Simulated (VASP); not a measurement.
# KSrBr3 (Pm-3m) in VASP: notebook

KSrBr3 is run at these levels: r2SCAN; tasks: single point.

Program: VASP 6.6.1. These are calculated values, not measurements. Logs are shortened: lines on timing, memory, paths and dates and some standing lists are left out, and cuts for length are marked.

## Step 1: The cell of the first run

It takes space group Pm-3m (No. 221, cubic). Conventional cell: a = 5.878 Å, b = 5.878 Å, c = 5.878 Å, α = 90.00°, β = 90.00°, γ = 90.00°. K (site symmetry m-3m) has 12 Br at 4.16 Å and 8 Sr at 5.09 Å within 5.5 Å. Within 3.9 Å of Sr (site symmetry m-3m) lie 6 Br at 2.94 Å. Within 3.9 Å of Br (site symmetry 4/mmm) lie 2 Sr at 2.94 Å.

## Step 2: Single point, r2SCAN (volume changed by -3%)

POSCAR reads:

```
KSrBr3
1.0
    5.8780615745      0.0000000000      0.0000000000
    0.0000000000      5.8780615745      0.0000000000
    0.0000000000      0.0000000000      5.8780615745
K Sr Br
1 1 3
Direct
    0.0000000000      0.0000000000      0.0000000000
    0.5000000000      0.5000000000      0.5000000000
    0.5000000000      0.5000000000      0.0000000000
    0.5000000000      0.0000000000      0.5000000000
    0.0000000000      0.5000000000      0.5000000000
```

INCAR.step1 reads:

```
SYSTEM = KSrBr3
  PREC = Accurate
  ENCUT = 520
  ISMEAR = 0
  SIGMA = 0.01
  LREAL = .FALSE.
  LASPH = .TRUE.
  NELM = 60
  NBANDS = 28
  GGA = PE
  ALGO = Normal
  EDIFF = 1E-4
  LWAVE = .TRUE.
  LCHARG = .FALSE.
```

INCAR.step2 reads:

```
SYSTEM = KSrBr3
  PREC = Accurate
  ENCUT = 520
  EDIFF = 1E-7
  ISMEAR = 0
  SIGMA = 0.01
  LREAL = .FALSE.
  LASPH = .TRUE.
  NELM = 60
  ALGO = Normal
  ISIF = 2
  LWAVE = .FALSE.
  LCHARG = .FALSE.
  METAGGA = R2SCAN
  LMIXTAU = .TRUE.
  NBANDS = 28
  ISTART = 1
```

KPOINTS reads:

```
Automatic mesh
0
G
  4 4 4
  0 0 0
```

Potentials or basis: VASP PAW PBE potentials, release 64 (K_sv, Sr_sv, Br).

On the command line:

```bash
> cat potpaw_PBE.64/K_sv/POTCAR potpaw_PBE.64/Sr_sv/POTCAR potpaw_PBE.64/Br/POTCAR > POTCAR
> cp INCAR.step1 INCAR
> mpirun -np 1 vasp_std > vasp.out
> cp INCAR.step2 INCAR
> mpirun -np 1 vasp_std > vasp.out
```

OUTCAR:

```text
SYSTEM = KSrBr3
   PREC = Accurate
   ENCUT = 520
   EDIFF = 1E-7
   ISMEAR = 0
   LREAL = .FALSE.
   LASPH = .TRUE.
   NELM = 60
   ISIF = 2
   METAGGA = R2SCAN
   ISTART = 1

 ion  position               nearest neighbor table
   1  0.000  0.000  0.000-
   2  0.500  0.500  0.500-   3 2.94   4 2.94   5 2.94   3 2.94   4 2.94   5 2.94
   3  0.500  0.500  0.000-   2 2.94   2 2.94
   4  0.500  0.000  0.500-   2 2.94   2 2.94
   5  0.000  0.500  0.500-   2 2.94   2 2.94

  LATTYP: Found a simple cubic cell.
 ALAT       =     5.8780615745

  Lattice vectors:

 A1 = (   5.8780615745,   0.0000000000,   0.0000000000)
 A2 = (   0.0000000000,   5.8780615745,   0.0000000000)
 A3 = (   0.0000000000,   0.0000000000,   5.8780615745)

Analysis of symmetry for initial positions (statically):
=====================================================================
 Subroutine PRICEL returns:
 Original cell was already a primitive cell.

 Routine SETGRP: Setting up the symmetry group for a
 simple cubic supercell.

 Subroutine GETGRP returns: Found 48 space group operations
 (whereof 48 operations were pure point group operations)
 out of a pool of 48 trial point group operations.

The static configuration has the point symmetry O_h .

Analysis of symmetry for dynamics (positions and initial velocities):
=====================================================================
 Subroutine PRICEL returns:
 Original cell was already a primitive cell.

 Routine SETGRP: Setting up the symmetry group for a
 simple cubic supercell.

 Subroutine GETGRP returns: Found 48 space group operations
 (whereof 48 operations were pure point group operations)
 out of a pool of 48 trial point group operations.

The dynamic configuration has the point symmetry O_h .

 Subroutine INISYM returns: Found 48 space group operations
 (whereof 48 operations are pure point group operations),
 and found     1 'primitive' translations

----------------------------------------------------------------------------------------

                                     Primitive cell

  volume of cell :     203.0965

  direct lattice vectors                    reciprocal lattice vectors
     5.878061575  0.000000000  0.000000000     0.170124111  0.000000000  0.000000000
     0.000000000  5.878061575  0.000000000     0.000000000  0.170124111  0.000000000
     0.000000000  0.000000000  5.878061575     0.000000000  0.000000000  0.170124111

  length of vectors
     5.878061575  5.878061575  5.878061575     0.170124111  0.170124111  0.170124111

  position of ions in fractional coordinates (direct lattice)
     0.000000000  0.000000000  0.000000000
     0.500000000  0.500000000  0.500000000
     0.500000000  0.500000000  0.000000000
     0.500000000  0.000000000  0.500000000
     0.000000000  0.500000000  0.500000000

  ion indices of the primitive-cell ions
   primitive index   ion index
                 1           1
                 2           2
                 3           3
                 4           4
                 5           5

----------------------------------------------------------------------------------------

 KPOINTS: Automatic mesh

Automatic generation of k-mesh.
 Grid dimensions read from file:
 generate k-points for:    4    4    4

 Generating k-lattice:

  Cartesian coordinates                     Fractional coordinates (reciprocal lattice)
     0.042531028  0.000000000  0.000000000     0.250000000  0.000000000  0.000000000
     0.000000000  0.042531028  0.000000000     0.000000000  0.250000000  0.000000000
     0.000000000  0.000000000  0.042531028     0.000000000  0.000000000  0.250000000

  Length of vectors
     0.042531028  0.042531028  0.042531028

  Shift w.r.t. Gamma in fractional coordinates (k-lattice)
     0.000000000  0.000000000  0.000000000

 Subroutine IBZKPT returns following result:
 ===========================================

 Found     10 irreducible k-points:

 Following reciprocal coordinates:
            Coordinates               Weight
  0.000000  0.000000  0.000000      1.000000
  0.250000  0.000000  0.000000      6.000000
  0.500000  0.000000  0.000000      3.000000
  0.250000  0.250000  0.000000     12.000000
  0.500000  0.250000  0.000000     12.000000
  0.500000  0.500000  0.000000      3.000000
  0.250000  0.250000  0.250000      8.000000
  0.500000  0.250000  0.250000     12.000000
  0.500000  0.500000  0.250000      6.000000
  0.500000  0.500000  0.500000      1.000000
   k-points           NKPTS =     10   k-points in BZ     NKDIM =     10   number of bands    NBANDS=     28
   number of dos      NEDOS =    301   number of ions     NIONS =      5
   total plane-waves  NPLWV = 110592
   dimension x,y,z NGX =    48 NGY =   48 NGZ =   48
   dimension x,y,z NGXF=    96 NGYF=   96 NGZF=   96
   ions per type =               1   1   3
   NGX,Y,Z   is equivalent  to a cutoff of  13.58, 13.58, 13.58 a.u.
   NGXF,Y,Z  is equivalent  to a cutoff of  27.15, 27.15, 27.15 a.u.
 SYSTEM =  KSrBr3
   PREC   = accura    normal or accurate (medium, high low for compatibility)
   ISTART =      1    job   : 0-new  1-cont  2-samecut
   ICHARG =      0    charge: 1-file 2-atom 10-const
   ISPIN  =      1    spin polarized calculation?
   LNONCOLLINEAR =      F non collinear calculations
   LSORBIT =      F    spin-orbit coupling
   LASPH  =      T    aspherical Exc in radial PAW
   ENCUT  =  520.0 eV  38.22 Ry    6.18 a.u.  10.93 10.93 10.93*2*pi/ulx,y,z
   NELM   =     60;   NELMIN=  2; NELMDL=  0     # of ELM steps
   EDIFF  = 0.1E-06   stopping-criterion for ELM
   LREAL  =      F    real-space projection
   EDIFFG = 0.1E-05   stopping-criterion for IOM
   NSW    =      0    number of steps for IOM
   IBRION =     -1    ionic relax: 0-MD 1-quasi-New 2-CG
   NFREE  =      0    steps in history (QN), initial steepest desc. (CG)
   ISIF   =      2    stress and relaxation
   ISYM   =      2    0-nonsym 1-usesym 2-fastsym
   POTIM  = 0.5000    time-step for ionic-motion
   TEBEG  =    0.0;   TEEND  =   0.0 temperature during run
   PSTRESS=    0.0 pullay stress
   NELECT =      40.0000    total number of electrons
   NUPDOWN=      -1.0000    fix difference up-down
   EMIN   =  10.00;   EMAX   =-10.00  energy-range for DOS
   EFERMI =   0.00;   METHOD = LEGACY
   ISMEAR =     0;   SIGMA  =   0.01  broadening in eV -4-tet -1-fermi 0-gaus
   EFERMI_NEDOS =   21; number of points for ismear=-14 and -15
   IALGO  =     38    algorithm
   IMIX   =      4    mixing-type and parameters
     AMIX     =   0.40;   BMIX     =  1.00
     AMIX_MAG =   1.60;   BMIX_MAG =  1.00
  volume/ion in A,a.u.               =      40.62       274.11
  Fermi-wavevector in a.u.,A,eV,Ry     =   0.952491  1.799946 12.343727  0.907238
  Thomas-Fermi vector in A             =   2.081058
   LORBIT       =      0    0 simple, 1 ext, 2 COOP (PROOUT), +10 PAW based schemes
   METAGGA = R2SCAN    functional components
   LHFCALC =     F    Hartree Fock is set to
   AEXX    =    0.0000 exact exchange contribution
   IVDW    =     0    specifies the selected vdW correction
   LEPSILON=     F    determine dielectric tensor
   LRPA    =     F    only Hartree local field effects (RPA)
 non-spin polarized calculation
 Gauss-broadening in eV      SIGMA  =   0.01
  energy-cutoff  :      520.00
  volume of cell :      203.10
 maximum number of plane-waves:      5520
 NGX is ok and might be reduce to    48
   NGX = 21   NGY = 21   NGZ = 21

 number of electron      40.0000007 magnetization

 Free energy of the ion-electron system (eV)
  ---------------------------------------------------
  ext. energy  EPLUGINS =         0.00000000
  ---------------------------------------------------
  free energy    TOTEN  =       -71.59732000 eV

  energy without entropy =      -71.59732000  energy(sigma->0) =      -71.59732000

 E-fermi :  -1.7226     XC(G=0):  -7.3915

 val. band max:       -1.8016229658   @ k =   0.5000   0.5000   0.5000
 cond. band min:       2.6727741234   @ k =   0.0000   0.0000   0.0000
 fundamental gap:      4.4743970892
 Fermi energy:        -1.7225699128

 k-point     1 :       0.0000    0.0000    0.0000
  band No.  band energies     occupation
      1     -35.7374      2.00000
      2     -32.1886      2.00000
      3     -17.2352      2.00000
      4     -17.2352      2.00000
      5     -17.2352      2.00000
      6     -15.0656      2.00000
[... 20 lines left out ...]
     27       6.0472      0.00000
     28       6.0782      0.00000

 k-point     2 :       0.2500    0.0000    0.0000
  band No.  band energies     occupation
      1     -35.7373      2.00000
      2     -32.1886      2.00000
      3     -17.3376      2.00000
      4     -17.2347      2.00000
      5     -17.2347      2.00000
      6     -15.0340      2.00000
[... 20 lines left out ...]
     27       6.0584      0.00000
     28       6.0740      0.00000

 k-point     3 :       0.5000    0.0000    0.0000
  band No.  band energies     occupation
      1     -35.7371      2.00000
      2     -32.1886      2.00000
      3     -17.4284      2.00000
      4     -17.2342      2.00000
      5     -17.2342      2.00000
      6     -15.0386      2.00000
[... 20 lines left out ...]
     27       6.1238      0.00000
     28       6.2308      0.00000

 k-point     4 :       0.2500    0.2500    0.0000
  band No.  band energies     occupation
      1     -35.7371      2.00000
      2     -32.1886      2.00000
      3     -17.3381      2.00000
      4     -17.3361      2.00000
      5     -17.2342      2.00000
      6     -14.9781      2.00000
[... 144 lines left out ...]
     27       6.4607      0.00000
     28       6.6492      0.00000

 k-point     9 :       0.5000    0.5000    0.2500
  band No.  band energies     occupation
      1     -35.7367      2.00000
      2     -32.1885      2.00000
      3     -17.4266      2.00000
      4     -17.4266      2.00000
      5     -17.3353      2.00000
      6     -14.8681      2.00000
[... 20 lines left out ...]
     27       6.5285      0.00000
     28       6.9355      0.00000

 k-point    10 :       0.5000    0.5000    0.5000
  band No.  band energies     occupation
      1     -35.7366      2.00000
      2     -32.1885      2.00000
      3     -17.4259      2.00000
      4     -17.4259      2.00000
      5     -17.4259      2.00000
      6     -14.8627      2.00000
[... 20 lines left out ...]
     27       6.6220      0.00000
     28       7.4378      0.00000

------------------------ aborting loop because EDIFF is reached ----------------------------------------

  FORCE on cell =-STRESS in cart. coord.  units (eV):
  Direction    XX          YY          ZZ          XY          YZ          ZX
  --------------------------------------------------------------------------------------
  -------------------------------------------------------------------------------------
  Total        0.8413837      0.8413837      0.8413837      0.0000000      0.0000000     -0.0000000
  in kB        6.6374654      6.6374654      6.6374654      0.0000000      0.0000000     -0.0000000
  external PRESSURE =       6.6374654 kB  Pullay stress =       0.0000000 kB

 VOLUME and BASIS-vectors are now :
 -----------------------------------------------------------------------------
  energy-cutoff  :      520.00
  volume of cell :      203.10
      direct lattice vectors                 reciprocal lattice vectors
     5.878061575  0.000000000  0.000000000     0.170124111  0.000000000  0.000000000
     0.000000000  5.878061575  0.000000000     0.000000000  0.170124111  0.000000000
     0.000000000  0.000000000  5.878061575     0.000000000  0.000000000  0.170124111

 POSITION                                       TOTAL-FORCE (eV/Angst)
 -----------------------------------------------------------------------------------
      0.00000      0.00000      0.00000         0.000000      0.000000      0.000000
      2.93903      2.93903      2.93903         0.000000      0.000000      0.000000
      2.93903      2.93903      0.00000         0.000000      0.000000      0.000000
      2.93903      0.00000      2.93903         0.000000      0.000000      0.000000
      0.00000      2.93903      2.93903         0.000000      0.000000      0.000000
 -----------------------------------------------------------------------------------
    total drift:                                0.000000     -0.000000     -0.000000

  FREE ENERGIE OF THE ION-ELECTRON SYSTEM (eV)
  ---------------------------------------------------
  free  energy   TOTEN  =       -71.5973200010 eV

  energy  without entropy=      -71.5973200010  energy(sigma->0) =      -71.59732000
```

It took 8.7 min on 1 thread of Intel Xeon 8259CL, shared host; peak memory 0.4 GiB.

What came out:

- Free energy: -71.5973 eV
- Pressure: 0.7 GPa
- Band gap on the k mesh: 4.47 eV, indirect (least direct gap 4.72 eV)

Levels at points of the mesh, in eV from the valence-band top:
| k point | band 18 | band 19 | band 20 | band 21 | band 22 | band 23 |
| --- | --- | --- | --- | --- | --- | --- |
| (0.00, 0.00, 0.00) | -0.24 | -0.24 | -0.24 | 4.47 | 5.82 | 5.82 |
| (0.50, 0.00, 0.00) | -0.60 | -0.33 | -0.33 | 6.02 | 6.19 | 6.23 |
| (0.50, 0.50, 0.00) | -0.76 | -0.76 | -0.01 | 6.85 | 7.23 | 7.23 |
| (0.50, 0.50, 0.50) | 0.00 | 0.00 | 0.00 | 5.85 | 7.18 | 7.18 |

Caveat: the cell differs from its parent crystal (volume changed by -3%); the PAW data sets were made with another functional, which shifts forces and pressure a little. A k mesh can miss the band edges.

## Step 3: Single point, r2SCAN

This run uses another cell than the first one, of 41.88 Å³/atom, 1.031 times its volume.

Edit POSCAR of step 2 so:

```diff
@@ -2,5 +2,5 @@
 1.0
-    5.8780615745      0.0000000000      0.0000000000
-    0.0000000000      5.8780615745      0.0000000000
-    0.0000000000      0.0000000000      5.8780615745
+    5.9380459376      0.0000000000      0.0000000000
+    0.0000000000      5.9380459376      0.0000000000
+    0.0000000000      0.0000000000      5.9380459376
 K Sr Br
```

INCAR.step1 reads:

```
SYSTEM = KSrBr3
PREC = Accurate
ENCUT = 520
ISMEAR = 0
SIGMA = 0.01
LREAL = .False.
LASPH = .True.
NELM = 100
NBANDS = 28
GGA = PE
ALGO = Normal
EDIFF = 1E-4
LWAVE = .True.
LCHARG = .False.
```

INCAR.step2 reads:

```
SYSTEM = KSrBr3
PREC = Accurate
ENCUT = 520
EDIFF = 1E-6
ISMEAR = 0
SIGMA = 0.01
LREAL = .False.
LASPH = .True.
NELM = 100
ALGO = Normal
ISIF = 2
LWAVE = .False.
LCHARG = .False.
METAGGA = R2SCAN
LMIXTAU = .True.
NBANDS = 28
ISTART = 1
```

KPOINTS reads:

```
Automatic mesh
0
Gamma
  4 4 4
  0 0 0
```

Potentials or basis: VASP PAW PBE potentials, release 64 (K_sv, Sr_sv, Br).

On the command line:

```bash
> cat potpaw_PBE.64/K_sv/POTCAR potpaw_PBE.64/Sr_sv/POTCAR potpaw_PBE.64/Br/POTCAR > POTCAR
> cp INCAR.step1 INCAR
> mpirun -np 1 vasp_std > vasp.out
> cp INCAR.step2 INCAR
> mpirun -np 1 vasp_std > vasp.out
```

OUTCAR:

```text
SYSTEM = KSrBr3
   PREC = Accurate
   ENCUT = 520
   EDIFF = 1E-6
   ISMEAR = 0
   LREAL = .False.
   LASPH = .True.
   NELM = 100
   ISIF = 2
   METAGGA = R2SCAN
   ISTART = 1

 ion  position               nearest neighbor table
   1  0.000  0.000  0.000-
   2  0.500  0.500  0.500-   3 2.97   4 2.97   5 2.97   3 2.97   4 2.97   5 2.97
   3  0.500  0.500  0.000-   2 2.97   2 2.97
[... 498 lines left out ...]
  Direction    XX          YY          ZZ          XY          YZ          ZX
  --------------------------------------------------------------------------------------
  -------------------------------------------------------------------------------------
  Total        0.0636721      0.0636721      0.0636721     -0.0000000     -0.0000000      0.0000000
  in kB        0.4872245      0.4872245      0.4872245     -0.0000000     -0.0000000      0.0000000
  external PRESSURE =       0.4872245 kB  Pullay stress =       0.0000000 kB

 VOLUME and BASIS-vectors are now :
 -----------------------------------------------------------------------------
  energy-cutoff  :      520.00
  volume of cell :      209.38
      direct lattice vectors                 reciprocal lattice vectors
     5.938045938  0.000000000  0.000000000     0.168405568  0.000000000  0.000000000
     0.000000000  5.938045938  0.000000000     0.000000000  0.168405568  0.000000000
     0.000000000  0.000000000  5.938045938     0.000000000  0.000000000  0.168405568

 POSITION                                       TOTAL-FORCE (eV/Angst)
 -----------------------------------------------------------------------------------
      0.00000      0.00000      0.00000         0.000000      0.000000      0.000000
      2.96902      2.96902      2.96902         0.000000      0.000000      0.000000
      2.96902      2.96902      0.00000         0.000000      0.000000      0.000000
      2.96902      0.00000      2.96902         0.000000      0.000000      0.000000
      0.00000      2.96902      2.96902         0.000000      0.000000      0.000000
 -----------------------------------------------------------------------------------
    total drift:                                0.000000     -0.000000     -0.000000

  FREE ENERGIE OF THE ION-ELECTRON SYSTEM (eV)
  ---------------------------------------------------
  free  energy   TOTEN  =       -71.6116822072 eV

  energy  without entropy=      -71.6116822072  energy(sigma->0) =      -71.61168221
```

It took 6.7 min on 1 thread of Intel Xeon 8259CL, shared host; peak memory 0.39 GiB.

What came out:

- Free energy: -71.6117 eV
- Pressure: 0.0 GPa
- Band gap on the k mesh: 4.44 eV, indirect (least direct gap 4.69 eV)

Caveat: the PAW data sets were made with another functional, which shifts forces and pressure a little.
